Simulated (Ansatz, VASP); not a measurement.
# ZnS in VASP and in Ansatz

Contents of POSCAR:

```
ZnS
1.0
    0.0000000000      2.6936828800      2.6936828800
    2.6936828800      0.0000000000      2.6936828800
    2.6936828800      2.6936828800      0.0000000000
Zn S
1 1
Direct
    0.0000000000      0.0000000000      0.0000000000
    0.7500000000      0.7500000000      0.7500000000
```

INCAR.step1

```
SYSTEM = ZnS
PREC     = Accurate       ! precision mode
ENCUT    = 600            ! plane-wave cutoff, eV
ISMEAR   = 0              ! smearing method
SIGMA    = 0.02           ! smearing width, eV
LREAL    = .False.        ! projectors in reciprocal space
LASPH    = .True.         ! aspherical terms in the spheres
NELM     = 60             ! most SCF steps
GGA      = PE             ! functional
ALGO     = Normal         ! electronic algorithm
EDIFF    = 1E-4           ! SCF threshold, eV
LWAVE    = .True.         ! write WAVECAR
LCHARG   = .False.        ! write CHGCAR
```

INCAR.step2

```
SYSTEM = ZnS
PREC     = Accurate       ! precision mode
ENCUT    = 600            ! plane-wave cutoff, eV
EDIFF    = 1E-6           ! SCF threshold, eV
ISMEAR   = 0              ! smearing method
SIGMA    = 0.02           ! smearing width, eV
LREAL    = .False.        ! projectors in reciprocal space
LASPH    = .True.         ! aspherical terms in the spheres
NELM     = 60             ! most SCF steps
ALGO     = Normal         ! electronic algorithm
ISIF     = 3              ! what is computed and relaxed
LWAVE    = .False.        ! write WAVECAR
LCHARG   = .False.        ! write CHGCAR
METAGGA  = R2SCAN         ! meta-GGA
LMIXTAU  = .True.       
IBRION   = 2              ! ionic algorithm
NSW      = 100            ! ionic steps
EDIFFG   = -0.05          ! ionic threshold
ISTART   = 1
```

File KPOINTS:

```
Automatic mesh
0
Gamma
  8 8 8
  0 0 0
```

Input for Ansatz:

```yaml
crystal:
  lattice:
    - [0.0, 2.69368288, 2.69368288]
    - [2.69368288, 0.0, 2.69368288]
    - [2.69368288, 2.69368288, 0.0]
  atoms:
    - { symbol: Zn, position: [0.0, 0.0, 0.0] }
    - { symbol: S, position: [0.75, 0.75, 0.75] }
basis:
  ecutwfc: 500
kpoints:
  mp_grid: { grid: [8, 8, 8] }
hamiltonian:
  xc: r2scan
scf:
  occupations: { method: gaussian, width: 0.02 }
output:
  forces: true
  eigenvalues: true
  stress: true
relax:
  adjacent_minimum: "off"
  f_tol: 0.05
  max_steps: 80
  cell: { stress_tol: 0.05 }
  max_displacement: 0.1
```

Alike in both runs: task relaxation of cell and atoms; functional r2SCAN; k mesh 8 × 8 × 8; occupations gaussian, width 0.02 eV; no spin polarisation.

|  | VASP | Ansatz |
| --- | --- | --- |
| version | VASP 6.6.1 | Ansatz 0.2.0 |
| potentials or method | VASP PAW PBE potentials, release 64 (Zn, S), cutoff 600 eV | scalar-relativistic, plane waves, PAW |
| valence electrons in the cell | 18 | 18 |

Ansatz gave:

| Quantity | Value |
| --- | --- |
| gap on the k mesh at the Fermi level, each at its own relaxed structure (eV) | 2.70 |
| relaxed volume (Å³/atom) | 19.56 |
| relaxed cell length with the largest relative difference (Å) | 3.810 |

Task: What did VASP give for the same quantities?

Result: gap on the k mesh at the Fermi level, each at its own relaxed structure (eV): 2.72; relaxed volume (Å³/atom): 19.55; relaxed cell length with the largest relative difference (Å): 3.809.

VASP's potentials were made for PBE, not for r2SCAN.

Noted on VASP's run: the relaxation stopped at its first step, so nothing moved.
